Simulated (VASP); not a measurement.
Here is a VASP 6.6.1 calculation.

Contents of INCAR:

```
PREC = Accurate ; ENCUT = 520
EDIFF = 1E-6 ; ISMEAR = -1
SIGMA = 0.05 ; LREAL = False
LASPH = True ; NELM = 100
ALGO = Normal ; ISIF = 2
LWAVE = False ; LCHARG = False
GGA = PE ; NBANDS = 26
```

Contents of KPOINTS:

```
regular mesh
0
Gamma
  11 11 6
```

POSCAR

```
ZnO
1.0
    2.8583973419      0.0000000000      0.0000000000
   -1.4291986709      2.4754447122      0.0000000000
    0.0000000000      0.0000000000      4.9968396462
Zn O
2 2
Direct
    0.0000000000      0.0000000000      0.0000000000
    0.0000000000      0.0000000000      0.5000000000
    0.3333333333      0.6666666667      0.2500000000
    0.6666666667      0.3333333333      0.7500000000
```

Potentials or basis: VASP PAW PBE potentials, release 64 (Zn, O).

Run with:

```console
$ cat potpaw_PBE.64/Zn/POTCAR potpaw_PBE.64/O/POTCAR > POTCAR
$ mpirun -np 1 vasp_std > vasp.out
```

(1) Predict the band gap on the k mesh.

(2) What does it give for the pressure?

Results:

(1) 1.25 eV, direct.

(2) 35.6 GPa.
